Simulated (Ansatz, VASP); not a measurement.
# TePb in VASP and in Ansatz

```
Pb Te
1.0
     4.64367    0.00000    0.00000
     0.00000    4.64367    0.00000
     0.00000    0.00000   19.28360
Pb Te
2 2
Direct
  0.00000 0.00000 0.43000
  0.50000 0.50000 0.56999
  0.50000 0.50000 0.41267
  0.00000 0.00000 0.58734
```

Alike in both runs: functional PBE; k mesh 6 × 6 × 1; occupations fermi-dirac, width 0.02 eV; no spin polarisation.

Ansatz relaxed the structure, and its values are those at the end. VASP's run is a single point on that final structure, the one shown.

|  | VASP | Ansatz |
| --- | --- | --- |
| version | VASP 6.6.1 | Ansatz 0.2.0 |
| potentials or method | VASP PAW PBE potentials, release 64 (Pb_d, Te), cutoff 520 eV | all-electron LAPW, scalar-relativistic |

Ansatz gave:

| Quantity | Value |
| --- | --- |
| gap on the k mesh at the Fermi level (eV) | 1.57 |
| rms of the force components (eV/Å) | 0.001 |

**Question.** Estimate VASP's values.

**Answer.** gap on the k mesh at the Fermi level (eV): 1.56; rms of the force components (eV/Å): 0.003.

Ansatz ran all-electron here, and VASP with PAW potentials.

Spin-orbit coupling is off throughout.
